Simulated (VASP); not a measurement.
A run of VASP 6.6.1 is set up as follows.

The input INCAR:

```
SYSTEM = Al
PREC = Accurate ; ENCUT = 520
EDIFF = 1E-6 ; ISMEAR = -1
SIGMA = 0.05 ; LREAL = .FALSE.
LASPH = .TRUE. ; NELM = 80
ALGO = Normal ; ISIF = 2
LWAVE = .FALSE. ; LCHARG = .FALSE.
GGA = PS ; NBANDS = 10
```

KPOINTS

```
regular mesh
0
G
  8 8 8
  0 0 0
```

POSCAR

```
Al
1.0
    0.0000000000      2.7263486484      2.7263486484
    2.7263486484      0.0000000000      2.7263486484
    2.7263486484      2.7263486484      0.0000000000
Al
2
Direct
    0.0000000000      0.0000000000      0.0000000000
    0.2500000000      0.2500000000      0.2500000000
```

Potentials or basis: VASP PAW PBE potentials, release 64 (Al).

Command:

```sh
$ cat potpaw_PBE.64/Al/POTCAR > POTCAR
$ mpirun -np 1 vasp_std > vasp.out
```

**Question.** What does it give for the pressure?

**Answer.** 20.1 GPa.

**Question.** Predict the band gap on the k mesh.

**Answer.** Zero (band 3 reaches 7.77 eV, above the bottom of band 4 at 2.94 eV).

Caveat: the PAW data sets were made with another functional, which shifts forces and pressure a little.
